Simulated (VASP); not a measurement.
# YRuW3 (Pm-3m) in VASP: notebook, part 2 of 2

VASP 6.6.1.

## (3) Single point, PBE

This run uses another cell than the first one, of 21.66 Å³/atom.

INCAR reads:

```
SYSTEM = YRuW3
PREC = Accurate ; ENCUT = 520
EDIFF = 1E-7 ; ISMEAR = 0
SIGMA = 0.1 ; LREAL = .False.
LASPH = .True. ; NELM = 80
ALGO = Fast ; ISIF = 2
LWAVE = .False. ; LCHARG = .False.
GGA = PE ; NBANDS = 42
```

KPOINTS reads:

```
regular mesh
0
Gamma
  4 4 4
  0 0 0
```

POSCAR reads:

```
YRuW3
1.0
    4.7664834373      0.0000000000      0.0000000000
    0.0000000000      4.7664834373      0.0000000000
    0.0000000000      0.0000000000      4.7664834373
Y Ru W
1 1 3
Direct
    0.0000000000      0.0000000000      0.0000000000
    0.5000000000      0.5000000000      0.5000000000
    0.0000000000      0.5000000000      0.5000000000
    0.5000000000      0.0000000000      0.5000000000
    0.5000000000      0.5000000000      0.0000000000
```

Potentials or basis: VASP PAW PBE potentials, release 64 (Y_sv, Ru_pv, W_sv).

Run with:

```bash
$ cat potpaw_PBE.64/Y_sv/POTCAR potpaw_PBE.64/Ru_pv/POTCAR potpaw_PBE.64/W_sv/POTCAR > POTCAR
$ mpirun -np 1 vasp_std > vasp.out
```

OUTCAR:

```text
SYSTEM = YRuW3
   PREC = Accurate
   ENCUT = 520
   EDIFF = 1E-7
   ISMEAR = 0
   LREAL = .False.
   LASPH = .True.
   NELM = 80
   ISIF = 2
   GGA = PE

 ion  position               nearest neighbor table
   1  0.000  0.000  0.000-   3 3.37   4 3.37   5 3.37   3 3.37   4 3.37   3 3.37   5 3.37   3 3.37
                             4 3.37   5 3.37   4 3.37   5 3.37
   2  0.500  0.500  0.500-   3 2.38   4 2.38   5 2.38   5 2.38   4 2.38   3 2.38
   3  0.000  0.500  0.500-   2 2.38   2 2.38   4 3.37   5 3.37   1 3.37   5 3.37   1 3.37   4 3.37
                             1 3.37   1 3.37   4 3.37   5 3.37   5 3.37   4 3.37
   4  0.500  0.000  0.500-   2 2.38   2 2.38   3 3.37   5 3.37   1 3.37   5 3.37   1 3.37   3 3.37
                             5 3.37   5 3.37   1 3.37   3 3.37   1 3.37   3 3.37
   5  0.500  0.500  0.000-   2 2.38   2 2.38   3 3.37   4 3.37   1 3.37   3 3.37   4 3.37   1 3.37
                             4 3.37   4 3.37   1 3.37   3 3.37   3 3.37   1 3.37

  LATTYP: Found a simple cubic cell.
 ALAT       =     4.7664834373

  Lattice vectors:

 A1 = (   4.7664834373,   0.0000000000,   0.0000000000)
 A2 = (   0.0000000000,   4.7664834373,   0.0000000000)
 A3 = (   0.0000000000,   0.0000000000,   4.7664834373)

Analysis of symmetry for initial positions (statically):
=====================================================================
 Subroutine PRICEL returns:
 Original cell was already a primitive cell.

 Routine SETGRP: Setting up the symmetry group for a
 simple cubic supercell.

 Subroutine GETGRP returns: Found 48 space group operations
 (whereof 48 operations were pure point group operations)
 out of a pool of 48 trial point group operations.

The static configuration has the point symmetry O_h .

Analysis of symmetry for dynamics (positions and initial velocities):
=====================================================================
 Subroutine PRICEL returns:
 Original cell was already a primitive cell.

[... 120 lines left out ...]
  Fermi-wavevector in a.u.,A,eV,Ry     =   1.394981  2.636132 26.476563  1.945972
  Thomas-Fermi vector in A             =   2.518477
   LORBIT       =      0    0 simple, 1 ext, 2 COOP (PROOUT), +10 PAW based schemes
   GGA     = PE    functional components
   LHFCALC =     F    Hartree Fock is set to
   AEXX    =    0.0000 exact exchange contribution
   IVDW    =     0    specifies the selected vdW correction
   LEPSILON=     F    determine dielectric tensor
   LRPA    =     F    only Hartree local field effects (RPA)
 non-spin polarized calculation
 RMM-DIIS sequential band-by-band and
 Gauss-broadening in eV      SIGMA  =   0.10
  energy-cutoff  :      520.00
  volume of cell :      108.29
 maximum number of plane-waves:      2968
 NGX is ok and might be reduce to    36
   NGX = 17   NGY = 17   NGZ = 17

 number of electron      66.9999984 magnetization

 Free energy of the ion-electron system (eV)
  ---------------------------------------------------
  ext. energy  EPLUGINS =         0.00000000
  ---------------------------------------------------
  free energy    TOTEN  =       -47.47947266 eV

  energy without entropy =      -47.43420642  energy(sigma->0) =      -47.45683954

 E-fermi :   7.0148     XC(G=0): -11.5047

 val. band max:        6.9904018358   @ k =   0.5000   0.0000   0.0000
 cond. band min:       7.0345456405   @ k =   0.2500   0.2500   0.2500
 fundamental gap:      0.0441438046
 Fermi energy:         7.0147867175

 k-point     1 :       0.0000    0.0000    0.0000
  band No.  band energies     occupation
      1     -67.1551      2.00000
      2     -67.1471      2.00000
      3     -67.1471      2.00000
      4     -36.8140      2.00000
      5     -36.8140      2.00000
      6     -36.8140      2.00000
[... 439 lines left out ...]
     41       9.0628      0.00000
     42       9.0630      0.00000

------------------------ aborting loop because EDIFF is reached ----------------------------------------

  FORCE on cell =-STRESS in cart. coord.  units (eV):
  Direction    XX          YY          ZZ          XY          YZ          ZX
  --------------------------------------------------------------------------------------
  -------------------------------------------------------------------------------------
  Total        0.4489287      0.4489287      0.4489287      0.0000000      0.0000000      0.0000000
  in kB        6.6419212      6.6419212      6.6419212      0.0000000      0.0000000      0.0000000
  external PRESSURE =       6.6419212 kB  Pullay stress =       0.0000000 kB

 VOLUME and BASIS-vectors are now :
 -----------------------------------------------------------------------------
  energy-cutoff  :      520.00
  volume of cell :      108.29
      direct lattice vectors                 reciprocal lattice vectors
     4.766483437  0.000000000  0.000000000     0.209798274  0.000000000  0.000000000
     0.000000000  4.766483437  0.000000000     0.000000000  0.209798274  0.000000000
     0.000000000  0.000000000  4.766483437     0.000000000  0.000000000  0.209798274

 POSITION                                       TOTAL-FORCE (eV/Angst)
 -----------------------------------------------------------------------------------
      0.00000      0.00000      0.00000         0.000000      0.000000      0.000000
      2.38324      2.38324      2.38324         0.000000      0.000000      0.000000
      0.00000      2.38324      2.38324         0.000000      0.000000      0.000000
      2.38324      0.00000      2.38324         0.000000      0.000000      0.000000
      2.38324      2.38324      0.00000         0.000000      0.000000      0.000000
 -----------------------------------------------------------------------------------
    total drift:                                0.000000      0.000000      0.000000

  FREE ENERGIE OF THE ION-ELECTRON SYSTEM (eV)
  ---------------------------------------------------
  free  energy   TOTEN  =       -47.4794726613 eV

  energy  without entropy=      -47.4342064159  energy(sigma->0) =      -47.45683954
```

OSZICAR:

```text
N       E                     dE             d eps       ncg     rms          rms(c)
DAV:   1     0.808028784588E+03    0.80803E+03   -0.39349E+04   840   0.172E+03
DAV:   2    -0.686758380623E+01   -0.81490E+03   -0.79504E+03   900   0.540E+02
DAV:   3    -0.482920945772E+02   -0.41425E+02   -0.39884E+02  1058   0.116E+02
DAV:   4    -0.501206035681E+02   -0.18285E+01   -0.17754E+01  1232   0.193E+01
[... 27 lines left out ...]
RMM:  32    -0.474794720717E+02   -0.26487E-06   -0.28032E-06   449   0.130E-03    0.481E-03
RMM:  33    -0.474794722930E+02   -0.22129E-06   -0.24413E-06   383   0.121E-03    0.495E-03
RMM:  34    -0.474794724452E+02   -0.15221E-06   -0.16246E-06   382   0.119E-03    0.518E-03
RMM:  35    -0.474794725688E+02   -0.12357E-06   -0.14530E-06   462   0.116E-03    0.527E-03
RMM:  36    -0.474794726613E+02   -0.92547E-07   -0.97566E-07   347   0.106E-03
   1 F= -.47479473E+02 E0= -.47456840E+02  d E =-.452662E-01
```

stdout:

```text
POSCAR found type information on POSCAR Y RuW
[... 31 lines left out ...]
 num prob  num prob  num prob  num prob  num prob  num prob  num prob WARNING in EDDRMM: call to ZHEGV failed, returncode =   8  4     29
 num prob  num prob  num prob  num prob  num prob  num prob  num prob  num prob  num prob  num prob  num prob  num prob  num prob  num prob  num prob  num prob  num prob  num prob  num prob  num prob RMM:  35    -0.474794725688E+02   -0.12357E-06   -0.14530E-06   462   0.116E-03    0.527E-03
 num prob  num prob  num prob  num prob  num prob  num prob  num prob  num prob  num prob  num prob  num prob  num prob  num prob  num prob  num prob  num prob  num prob  num prob  num prob  num prob  num prob  num prob  num prob  num prob  num prob  num prob  num prob  num prob  num prob RMM:  36    -0.474794726613E+02   -0.92547E-07   -0.97566E-07   347   0.106E-03
```

Wall time 3.4 min (1 thread of Oxide Virtual Turin-like, shared host); peak memory 0.21 GiB.

Results:

| Quantity | Value |
| --- | --- |
| Free energy | -47.4795 eV |
| Pressure | 0.7 GPa |
| Band gap on the k mesh | zero (an odd number of electrons rules out a gap without spin polarisation) |

Caveat: spin-orbit coupling is left out, which moves the levels of the heavy elements.

## (4) Relaxation of cell and atoms, PBE

INCAR reads:

```
ALGO     = Fast           # electronic algorithm
EDIFF    = 1E-7           # SCF threshold, eV
EDIFFG   = -0.04          # ionic threshold
ENCUT    = 600            # plane-wave cutoff, eV
GGA      = PE             # functional
IBRION   = 2              # ionic algorithm
ISIF     = 3              # what is computed and relaxed
ISMEAR   = 0              # smearing method
LASPH    = T              # aspherical terms in the spheres
LCHARG   = F              # write CHGCAR
LREAL    = F              # projectors in reciprocal space
LWAVE    = F              # write WAVECAR
NELM     = 60             # most SCF steps
NSW      = 90             # ionic steps
PREC     = Accurate       # precision mode
SIGMA    = 0.1            # smearing width, eV
```

KPOINTS reads:

```
k-points
0
Gamma
  4 4 4
```

Edit POSCAR of step 3 so:

```diff
@@ -2,5 +2,5 @@
 1.0
-    4.7664834373      0.0000000000      0.0000000000
-    0.0000000000      4.7664834373      0.0000000000
-    0.0000000000      0.0000000000      4.7664834373
+    4.3647816922      0.0000000000      0.0000000000
+    0.0000000000      4.3647816922      0.0000000000
+    0.0000000000      0.0000000000      4.3647816922
 Y Ru W
```

Run with:

```bash
$ cat potpaw_PBE.64/Y_sv/POTCAR potpaw_PBE.64/Ru_pv/POTCAR potpaw_PBE.64/W_sv/POTCAR > POTCAR
$ mpirun -np 1 vasp_std > vasp.out
```

Run time: 16 min. Hardware: 1 thread of Oxide Virtual Turin-like, shared host; peak memory 0.22 GiB.

Results (log left out):

```
Free energy                           : -47.4710 eV
Relaxed volume                        : 21.73 Å³/atom
Relaxed cell                          : a = 4.771 Å, b = 4.771 Å, c = 4.771 Å, α = 90.00°, β = 90.00°, γ = 90.00°
Space group after relaxing (to 0.1 Å) : Pm-3m (No. 221)
Pressure after relaxing               : 0.2 GPa
Band gap on the k mesh                : zero (an odd number of electrons rules out a gap without spin polarisation)
```

Final structure:
```
CELL_PARAMETERS angstrom
4.77137 0.00000 0.00000
0.00000 4.77137 0.00000
0.00000 0.00000 4.77137
ATOMIC_POSITIONS crystal
Y 0.00000 0.00000 0.00000
Ru 0.50000 0.50000 0.50000
W 0.00000 0.50000 0.50000
W 0.50000 0.00000 0.50000
W 0.50000 0.50000 0.00000
```

Levels at points of the mesh, in eV from the Fermi level:
```csv
k point,band 31,band 32,band 33,band 34,band 35,band 36,band 37,band 38
"(0.00, 0.00, 0.00)",-0.67,1.08,1.08,2.30,2.30,2.30,2.44,2.45
"(0.50, 0.00, 0.00)",-1.05,-0.55,-0.03,-0.03,0.26,0.54,1.95,1.95
"(0.50, 0.50, 0.00)",-1.20,-0.98,-0.11,-0.11,-0.05,0.22,0.41,0.47
"(0.50, 0.50, 0.50)",-0.91,-0.91,-0.50,-0.50,-0.50,0.32,0.32,1.18
```

Caveat: the volume moved by over 15 % at a fixed basis, so the end points are rough; spin-orbit coupling is left out, which moves the levels of the heavy elements.

## (5) Summary

```tsv
task	cell	cutoff (eV)	gap on the mesh (eV)	pressure (GPa)
single point	a = 4.365 Å, 5 atoms	520	none	72.7
single point	a = 4.766 Å, 5 atoms	520	none	0.7
relaxation of cell and atoms	relaxed from a = 4.365 Å, 5 atoms	600	none	0.2
```

Alike in all rows: level PBE; potentials or basis VASP PAW PBE potentials, release 64 (Y_sv, Ru_pv, W_sv); no spin polarisation; k mesh 4 × 4 × 4; smearing gaussian 0.1 eV.

Caveats: spin-orbit coupling is left out, which moves the levels of the heavy elements; the cell stands under pressure (at least some runs); the volume moved by over 15 % at a fixed basis, so the end points are rough (at least some runs).

Total energies depend on the potentials used, so only differences within one code and one set of settings carry meaning.
